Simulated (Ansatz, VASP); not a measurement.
# Sn: VASP beside Ansatz

File INCAR:

```
ALGO = Normal
EDIFF = 1E-7
EDIFFG = -0.001
ENCUT = 500
GGA = PE
GGA_COMPAT = False
IBRION = 2
ISIF = 3
ISMEAR = -1
IVDW = 12
LASPH = True
LCHARG = False
LREAL = False
LWAVE = False
NELM = 120
NELMIN = 4
NSW = 80
PREC = Accurate
SIGMA = 0.15
```

File KPOINTS:

```
k-points
0
Gamma
  16 16 16
```

POSCAR

```
Sn
1.0
   -2.9314933229      2.9314933229      1.5823429727
    2.9314933229     -2.9314933229      1.5823429727
    2.9314933229      2.9314933229     -1.5823429727
Sn
2
Direct
    0.0000000000      0.0000000000      0.0000000000
    0.7500000000      0.2500000000      0.5000000000
```

Input for Ansatz:

```yaml
crystal:
  lattice:
    - [-2.9314933229, 2.9314933229, 1.5823429727]
    - [2.9314933229, -2.9314933229, 1.5823429727]
    - [2.9314933229, 2.9314933229, -1.5823429727]
  atoms:
    - { symbol: Sn, position: [0.0, 0.0, 0.0] }
    - { symbol: Sn, position: [0.75, 0.25, 0.5] }
basis:
  ecutwfc: 420
kpoints:
  mp_grid: { grid: [16, 16, 16] }
hamiltonian:
  xc: pbe
  dispersion: d3bj
  pseudopotentials: { kind: paw }
scf:
  occupations: { method: fermi_dirac, width: 0.15 }
output:
  forces: true
  stress: true
  eigenvalues: true
relax:
  adjacent_minimum: "off"
  f_tol: 0.001
  max_steps: 60
  cell: { stress_tol: 0.01 }
```

Alike in both runs: task relaxation of cell and atoms; functional PBE; dispersion D3(BJ); k mesh 16 × 16 × 16; occupations fermi-dirac, width 0.15 eV; no spin polarisation.

|  | VASP | Ansatz |
| --- | --- | --- |
| version | VASP 6.6.1 | Ansatz 0.2.0 |
| potentials or method | VASP PAW PBE potentials, release 64 (Sn_d), cutoff 500 eV | scalar-relativistic, plane waves, PAW |
| valence electrons in the cell | 28 | 28 |

VASP gave:

| Property | Result |
| --- | --- |
| gap on the k mesh at the Fermi level, each at its own relaxed structure (eV) | none |
| relaxed volume (Å³/atom) | 27.24 |
| relaxed cell length with the largest relative difference (Å) | 4.441 |

Q: What did Ansatz give for the same quantities?

A: gap on the k mesh at the Fermi level, each at its own relaxed structure (eV): none; relaxed volume (Å³/atom): 27.26; relaxed cell length with the largest relative difference (Å): 4.442.

A gap of «none» marks a metal or a gap that the smearing closes.
